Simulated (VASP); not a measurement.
Here is a VASP 6.6.1 calculation.

The input INCAR:

```
SYSTEM = Sc2In
PREC = Accurate
ENCUT = 520
EDIFF = 1E-6
ISMEAR = 1
SIGMA = 0.1
LREAL = .False.
LASPH = .True.
NELM = 100
ALGO = Normal
ISIF = 2
LWAVE = .False.
LCHARG = .False.
NBANDS = 44
```

File KPOINTS:

```
regular mesh
0
Gamma
  5 5 4
  0 0 0
```

Contents of POSCAR:

```
Sc2In
1.0
    5.0874783953      0.0000000000      0.0000000000
   -2.5437391976      4.4058853132      0.0000000000
    0.0000000000      0.0000000000      6.3577944251
Sc In
4 2
Direct
    0.0000000000      0.0000000000      0.0000000000
    0.0000000000      0.0000000000      0.5000000000
    0.3333333333      0.6666666667      0.7500000000
    0.6666666667      0.3333333333      0.2500000000
    0.3333333333      0.6666666667      0.2500000000
    0.6666666667      0.3333333333      0.7500000000
```

Potentials or basis: VASP PAW LDA potentials, release 64 (Sc_sv, In_d).

Launch:

```sh
$ cat potpaw_LDA.64/Sc_sv/POTCAR potpaw_LDA.64/In_d/POTCAR > POTCAR
$ mpirun -np 1 vasp_std > vasp.out
```

Predict the pressure.

-6.5 GPa.

What does it give for the band gap on the k mesh?

Zero (band 35 reaches 5.59 eV, above the bottom of band 36 at 5.06 eV).

Stress tensor (GPa, compression positive):
```
-6.57  0.00  0.00
 0.00 -6.57  0.00
 0.00  0.00 -6.40
```

Caveat: spin-orbit coupling is left out, which moves the levels of the heavy elements.
